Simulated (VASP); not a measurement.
Crystal: Rh.

```xyz
2
Lattice="2.7310 0.0000 0.0000 -1.3655 2.3651 0.0000 0.0000 0.0000 4.4285" Properties=species:S:1:pos:R:3 pbc="T T T"
Rh    1.3655    0.7884    3.3214
Rh    0.0000    1.5767    1.1071
```

Base run:

| Quantity | Value |
| --- | --- |
| Program | VASP 6.6.1 |
| Functional | r2SCAN |
| Potentials or basis | VASP PAW PBE potentials, release 64 (Rh_pv) |
| Cutoff | 520 eV |
| k mesh | 9 × 9 × 5 |
| Occupations | fermi-dirac, width 0.1 eV |
| Spin | no spin polarisation |

Its results: band gap on the k mesh zero (band 15 reaches 11.70 eV, above the bottom of band 16 at 9.66 eV); pressure -8.3 GPa.

After a change of settings the same cell gave: band gap on the k mesh zero (band 15 reaches 11.74 eV, above the bottom of band 16 at 9.99 eV); pressure -11.4 GPa. Which change was it?
A. k mesh from 9 × 9 × 5 to 4 × 4 × 3
B. k mesh from 9 × 9 × 5 to 12 × 12 × 6; further incar settings from ALGO = Normal; EDIFF = 1e-07; NBANDS = 22 to ALGO = Normal; EDIFF = 1e-06; NBANDS = 22
C. k mesh from 9 × 9 × 5 to 6 × 6 × 3
D. k mesh from 9 × 9 × 5 to 7 × 7 × 4

A.

Caveats: some runs use coarse meshes; the PAW data sets were made with another functional, which shifts forces and pressure a little.
